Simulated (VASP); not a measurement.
# BaTiO3 (Amm2) in VASP: single point with PBE

Aim: the single point of BaTiO3 with PBE.

Everything below comes from runs of VASP 6.6.1. Logs are shortened: lines on timing, memory, paths and dates and some standing lists are left out, and cuts for length are marked.

## Step 1: The cell of the first run

It takes space group Amm2 (No. 38, orthorhombic). The conventional cell has a = 4.019 Å, b = 5.684 Å, c = 5.684 Å, α = 90.00°, β = 90.00°, γ = 90.00°. Ba (site symmetry mm2) has 12 O at 2.83 to 2.86 Å and 8 Ti at 3.47 to 3.49 Å within 3.7 Å. Within 2.7 Å of Ti (site symmetry mm2) lie 6 O at 2.01 Å. Within 2.7 Å of O (site symmetry mm2) lie 2 Ti at 2.01 Å. Within 2.7 Å of O (site symmetry m) lie 2 Ti at 2.01 Å.

## Step 2: Single point, PBE (atom 1 (Ba) moved +0.017 Å towards its neighbour atom 3 (O) at 2.842 Å)

The input, INCAR:

```
SYSTEM = BaTiO3
PREC     = Accurate       ! precision mode
ENCUT    = 520            ! plane-wave cutoff, eV
EDIFF    = 1E-6           ! SCF threshold, eV
ISMEAR   = 0              ! smearing method
SIGMA    = 0.05           ! smearing width, eV
LREAL    = .False.        ! projectors in reciprocal space
LASPH    = .True.         ! aspherical terms in the spheres
NELM     = 100            ! most SCF steps
ALGO     = Normal         ! electronic algorithm
ISIF     = 2              ! what is computed and relaxed
LWAVE    = .False.        ! write WAVECAR
LCHARG   = .False.        ! write CHGCAR
GGA      = PE             ! functional
NBANDS   = 28             ! bands
```

The input, KPOINTS:

```
regular mesh
0
Gamma
  8 8 8
  0 0 0
```

The input, POSCAR:

```
BaTiO3
1.0
    4.0192501416      0.0000000000      0.0000000000
    0.0000000000      4.0192501416      0.0000000000
    0.0000000000      0.0000000000      4.0192501416
Ba Ti O
1 1 3
Direct
    0.5000000000      0.4970619686      0.4970619686
    0.0000000000      0.0000000000      0.0000000000
    0.5000000000      0.0000000000      0.0000000000
    0.0000000000      0.5000000000      0.0000000000
    0.0000000000      0.0000000000      0.5000000000
```

Potentials or basis: VASP PAW PBE potentials, release 64 (Ba_sv, Ti_sv, O).

Command:

```
$ cat potpaw_PBE.64/Ba_sv/POTCAR potpaw_PBE.64/Ti_sv/POTCAR potpaw_PBE.64/O/POTCAR > POTCAR
$ mpirun -np 1 vasp_std > vasp.out
```

OUTCAR:

```text
SYSTEM = BaTiO3
   PREC = Accurate
   ENCUT = 520
   EDIFF = 1E-6
   ISMEAR = 0
   LREAL = .False.
   LASPH = .True.
   NELM = 100
   ISIF = 2
   GGA = PE

 ion  position               nearest neighbor table
   1  0.500  0.497  0.497-   3 2.83   5 2.83   5 2.83   4 2.83   4 2.83   3 2.84   3 2.84   5 2.85
                             5 2.85   4 2.85   4 2.85   3 2.86   2 3.47   2 3.47   2 3.48   2 3.48
   2  0.000  0.000  0.000-   3 2.01   4 2.01   5 2.01   5 2.01   4 2.01   3 2.01   1 3.47   1 3.47
                             1 3.48   1 3.48   1 3.48   1 3.48   1 3.49   1 3.49
   3  0.500  0.000  0.000-   2 2.01   2 2.01   1 2.83   1 2.84   1 2.84   1 2.86
   4  0.000  0.500  0.000-   2 2.01   2 2.01   1 2.83   1 2.83   1 2.85   1 2.85
   5  0.000  0.000  0.500-   2 2.01   2 2.01   1 2.83   1 2.83   1 2.85   1 2.85

  LATTYP: Found a simple cubic cell.
 ALAT       =     4.0192501416

  Lattice vectors:

 A1 = (   4.0192501416,   0.0000000000,   0.0000000000)
 A2 = (   0.0000000000,   4.0192501416,   0.0000000000)
 A3 = (   0.0000000000,   0.0000000000,   4.0192501416)

Analysis of symmetry for initial positions (statically):
=====================================================================
 Subroutine PRICEL returns:
 Original cell was already a primitive cell.

 Routine SETGRP: Setting up the symmetry group for a
 simple cubic supercell.

 Subroutine GETGRP returns: Found  4 space group operations
 (whereof  4 operations were pure point group operations)
 out of a pool of 48 trial point group operations.

The static configuration has the point symmetry C_2v.

Analysis of symmetry for dynamics (positions and initial velocities):
=====================================================================
 Subroutine PRICEL returns:
 Original cell was already a primitive cell.

 Routine SETGRP: Setting up the symmetry group for a
 simple cubic supercell.

 Subroutine GETGRP returns: Found  4 space group operations
 (whereof  4 operations were pure point group operations)
 out of a pool of 48 trial point group operations.

The dynamic configuration has the point symmetry C_2v.

 Subroutine INISYM returns: Found  4 space group operations
 (whereof  4 operations are pure point group operations),
 and found     1 'primitive' translations

----------------------------------------------------------------------------------------

                                     Primitive cell

  volume of cell :      64.9285

  direct lattice vectors                    reciprocal lattice vectors
     4.019250142  0.000000000  0.000000000     0.248802629  0.000000000  0.000000000
     0.000000000  4.019250142  0.000000000     0.000000000  0.248802629  0.000000000
     0.000000000  0.000000000  4.019250142     0.000000000  0.000000000  0.248802629

  length of vectors
     4.019250142  4.019250142  4.019250142     0.248802629  0.248802629  0.248802629

  position of ions in fractional coordinates (direct lattice)
     0.500000000  0.497061969  0.497061969
     0.000000000  0.000000000  0.000000000
     0.500000000  0.000000000  0.000000000
     0.000000000  0.500000000  0.000000000
     0.000000000  0.000000000  0.500000000

  ion indices of the primitive-cell ions
   primitive index   ion index
                 1           1
                 2           2
                 3           3
                 4           4
                 5           5

----------------------------------------------------------------------------------------

 KPOINTS: regular mesh

Automatic generation of k-mesh.
 Grid dimensions read from file:
 generate k-points for:    8    8    8

 Generating k-lattice:

  Cartesian coordinates                     Fractional coordinates (reciprocal lattice)
     0.031100329  0.000000000  0.000000000     0.125000000  0.000000000  0.000000000
     0.000000000  0.031100329  0.000000000     0.000000000  0.125000000  0.000000000
     0.000000000  0.000000000  0.031100329     0.000000000  0.000000000  0.125000000

  Length of vectors
     0.031100329  0.031100329  0.031100329

  Shift w.r.t. Gamma in fractional coordinates (k-lattice)
     0.000000000  0.000000000  0.000000000

 Subroutine IBZKPT returns following result:
 ===========================================

 Found    105 irreducible k-points:

 Following reciprocal coordinates:
            Coordinates               Weight
  0.000000  0.000000  0.000000      1.000000
  0.125000  0.000000  0.000000      2.000000
  0.000000  0.125000  0.000000      4.000000
  0.250000  0.000000  0.000000      2.000000
  0.000000  0.250000  0.000000      4.000000
  0.375000  0.000000  0.000000      2.000000
[... 16 lines left out ...]
  0.125000  0.000000  0.500000      4.000000
  0.250000  0.250000  0.000000      8.000000
 [... further k-points ...]
   k-points           NKPTS =    105   k-points in BZ     NKDIM =    105   number of bands    NBANDS=     28
   number of dos      NEDOS =    301   number of ions     NIONS =      5
   total plane-waves  NPLWV =  27000
   dimension x,y,z NGX =    30 NGY =   30 NGZ =   30
   dimension x,y,z NGXF=    60 NGYF=   60 NGZF=   60
   ions per type =               1   1   3
   NGX,Y,Z   is equivalent  to a cutoff of  12.41, 12.41, 12.41 a.u.
   NGXF,Y,Z  is equivalent  to a cutoff of  24.82, 24.82, 24.82 a.u.
 SYSTEM =  BaTiO3
   PREC   = accura    normal or accurate (medium, high low for compatibility)
   ISTART =      0    job   : 0-new  1-cont  2-samecut
   ICHARG =      2    charge: 1-file 2-atom 10-const
   ISPIN  =      1    spin polarized calculation?
   LNONCOLLINEAR =      F non collinear calculations
   LSORBIT =      F    spin-orbit coupling
   LASPH  =      T    aspherical Exc in radial PAW
   ENCUT  =  520.0 eV  38.22 Ry    6.18 a.u.   7.47  7.47  7.47*2*pi/ulx,y,z
   NELM   =    100;   NELMIN=  2; NELMDL= -5     # of ELM steps
   EDIFF  = 0.1E-05   stopping-criterion for ELM
   LREAL  =      F    real-space projection
   EDIFFG = 0.1E-04   stopping-criterion for IOM
   NSW    =      0    number of steps for IOM
   IBRION =     -1    ionic relax: 0-MD 1-quasi-New 2-CG
   NFREE  =      0    steps in history (QN), initial steepest desc. (CG)
   ISIF   =      2    stress and relaxation
   ISYM   =      2    0-nonsym 1-usesym 2-fastsym
   POTIM  = 0.5000    time-step for ionic-motion
   TEBEG  =    0.0;   TEEND  =   0.0 temperature during run
   PSTRESS=    0.0 pullay stress
   NELECT =      40.0000    total number of electrons
   NUPDOWN=      -1.0000    fix difference up-down
   EMIN   =  10.00;   EMAX   =-10.00  energy-range for DOS
   EFERMI =   0.00;   METHOD = LEGACY
   ISMEAR =     0;   SIGMA  =   0.05  broadening in eV -4-tet -1-fermi 0-gaus
   EFERMI_NEDOS =   21; number of points for ismear=-14 and -15
   IALGO  =     38    algorithm
   IMIX   =      4    mixing-type and parameters
     AMIX     =   0.40;   BMIX     =  1.00
     AMIX_MAG =   1.60;   BMIX_MAG =  1.00
  volume/ion in A,a.u.               =      12.99        87.63
  Fermi-wavevector in a.u.,A,eV,Ry     =   1.392996  2.632380 26.401250  1.940437
  Thomas-Fermi vector in A             =   2.516685
   LORBIT       =      0    0 simple, 1 ext, 2 COOP (PROOUT), +10 PAW based schemes
   GGA     = PE    functional components
   LHFCALC =     F    Hartree Fock is set to
   AEXX    =    0.0000 exact exchange contribution
   IVDW    =     0    specifies the selected vdW correction
   LEPSILON=     F    determine dielectric tensor
   LRPA    =     F    only Hartree local field effects (RPA)
 non-spin polarized calculation
 Gauss-broadening in eV      SIGMA  =   0.05
  energy-cutoff  :      520.00
  volume of cell :       64.93
 maximum number of plane-waves:      1775
 NGX is ok and might be reduce to    30
   NGX = 15   NGY = 15   NGZ = 15

 number of electron      39.9999976 magnetization

 Free energy of the ion-electron system (eV)
  ---------------------------------------------------
  ext. energy  EPLUGINS =         0.00000000
  ---------------------------------------------------
  free energy    TOTEN  =       -39.98090132 eV

  energy without entropy =      -39.98090132  energy(sigma->0) =      -39.98090132

 E-fermi :   3.9827     XC(G=0): -11.1942

 val. band max:        3.7373639824   @ k =   0.5000   0.5000   0.5000
 cond. band min:       5.4568204488   @ k =   0.0000   0.0000   0.0000
 fundamental gap:      1.7194564664
 Fermi energy:         3.9827242275

 k-point     1 :       0.0000    0.0000    0.0000
  band No.  band energies     occupation
      1     -52.9535      2.00000
      2     -29.1578      2.00000
      3     -29.1577      2.00000
      4     -29.1577      2.00000
      5     -21.1053      2.00000
      6     -13.1266      2.00000
[... 20 lines left out ...]
     27       8.7753      0.00000
     28      10.9836      0.00000

 k-point     2 :       0.1250    0.0000    0.0000
  band No.  band energies     occupation
      1     -52.9534      2.00000
      2     -29.1650      2.00000
      3     -29.1575      2.00000
      4     -29.1575      2.00000
      5     -21.0893      2.00000
      6     -13.1327      2.00000
[... 20 lines left out ...]
     27       9.0784      0.00000
     28      11.3562      0.00000

 k-point     3 :       0.0000    0.1250    0.0000
  band No.  band energies     occupation
      1     -52.9534      2.00000
      2     -29.1650      2.00000
      3     -29.1575      2.00000
      4     -29.1575      2.00000
      5     -21.0893      2.00000
      6     -13.1327      2.00000
[... 20 lines left out ...]
     27       9.0784      0.00000
     28      11.3562      0.00000

 k-point     4 :       0.2500    0.0000    0.0000
  band No.  band energies     occupation
      1     -52.9530      2.00000
      2     -29.1824      2.00000
      3     -29.1568      2.00000
      4     -29.1568      2.00000
      5     -21.0502      2.00000
      6     -13.1896      2.00000
[... 578 lines left out ...]
     27      11.5538      0.00000
     28      12.1213      0.00000

 k-point    23 :       0.1250    0.0000    0.5000
  band No.  band energies     occupation
      1     -52.9524      2.00000
      2     -29.2062      2.00000
      3     -29.1630      2.00000
      4     -29.1556      2.00000
      5     -20.9832      2.00000
      6     -13.2619      2.00000
[... 20 lines left out ...]
     27      11.5539      0.00000
     28      12.1214      0.00000

 k-point    24 :       0.2500    0.2500    0.0000
  band No.  band energies     occupation
      1     -52.9526      2.00000
      2     -29.1815      2.00000
      3     -29.1807      2.00000
      4     -29.1559      2.00000
      5     -21.0045      2.00000
      6     -13.0845      2.00000
[... 20 lines left out ...]
     27      10.9504      0.00000
     28      12.2228      0.00000

 [... further k-points ...]
[... 5 lines left out ...]
  --------------------------------------------------------------------------------------
  -------------------------------------------------------------------------------------
  Total        0.7093243      0.7088162      0.7088162     -0.0000000      0.0033650      0.0000000
  in kB       17.5033159     17.4907764     17.4907764     -0.0000000      0.0830341      0.0000000
  external PRESSURE =      17.4949562 kB  Pullay stress =       0.0000000 kB

 VOLUME and BASIS-vectors are now :
 -----------------------------------------------------------------------------
  energy-cutoff  :      520.00
  volume of cell :       64.93
      direct lattice vectors                 reciprocal lattice vectors
     4.019250142  0.000000000  0.000000000     0.248802629  0.000000000  0.000000000
     0.000000000  4.019250142  0.000000000     0.000000000  0.248802629  0.000000000
     0.000000000  0.000000000  4.019250142     0.000000000  0.000000000  0.248802629

 POSITION                                       TOTAL-FORCE (eV/Angst)
 -----------------------------------------------------------------------------------
      2.00963      1.99782      1.99782         0.000000      0.074013      0.074013
      0.00000      0.00000      0.00000         0.000000     -0.039340     -0.039340
      2.00963      0.00000      0.00000         0.000000     -0.010236     -0.010236
      0.00000      2.00963      0.00000         0.000000     -0.014243     -0.010193
      0.00000      0.00000      2.00963         0.000000     -0.010193     -0.014243
 -----------------------------------------------------------------------------------
    total drift:                               -0.000000     -0.000038     -0.000039

  FREE ENERGIE OF THE ION-ELECTRON SYSTEM (eV)
  ---------------------------------------------------
  free  energy   TOTEN  =       -39.9809013185 eV

  energy  without entropy=      -39.9809013185  energy(sigma->0) =      -39.98090132
```

It took 2.4 min on 1 thread of AMD EPYC 7R13 (Zen 3), shared host; peak memory 0.28 GiB.

What came out:

```yaml
Free_energy: -39.9809 eV
Pressure: 1.7 GPa
Largest_force: 0.105 eV/Å
Band_gap_on_the_k_mesh: 1.72 eV (least direct gap 1.88 eV)
```

Forces on the atoms (eV/Å):
```
Ba   0.000  0.074  0.074
Ti   0.000 -0.039 -0.039
O    0.000 -0.010 -0.010
O    0.000 -0.014 -0.010
O    0.000 -0.010 -0.014
```

Levels at points of the mesh, in eV from the valence-band top:
```csv
k point,band 17,band 18,band 19,band 20,band 21,band 22,band 23,band 24
"(0.00, 0.00, 0.00)",-1.07,-0.16,-0.16,-0.16,1.72,1.72,1.72,3.82
"(0.50, 0.00, 0.00)",-1.81,-1.81,-0.71,-0.71,1.87,3.42,3.42,3.82
"(0.00, 0.50, 0.00)",-1.81,-1.81,-0.71,-0.71,1.87,3.42,3.42,3.82
"(0.50, 0.50, 0.00)",-1.72,-0.88,-0.88,-0.09,3.43,3.43,3.84,4.65
"(0.00, 0.50, 0.50)",-1.73,-0.88,-0.88,-0.09,3.43,3.43,3.84,4.65
"(0.50, 0.50, 0.50)",-2.41,0.00,0.00,0.00,4.08,4.08,4.08,6.67
```

Caveat: the cell differs from its parent crystal (atom 1 (Ba) moved +0.017 Å towards its neighbour atom 3 (O) at 2.842 Å); spin-orbit coupling is left out, which moves the levels of the heavy elements.
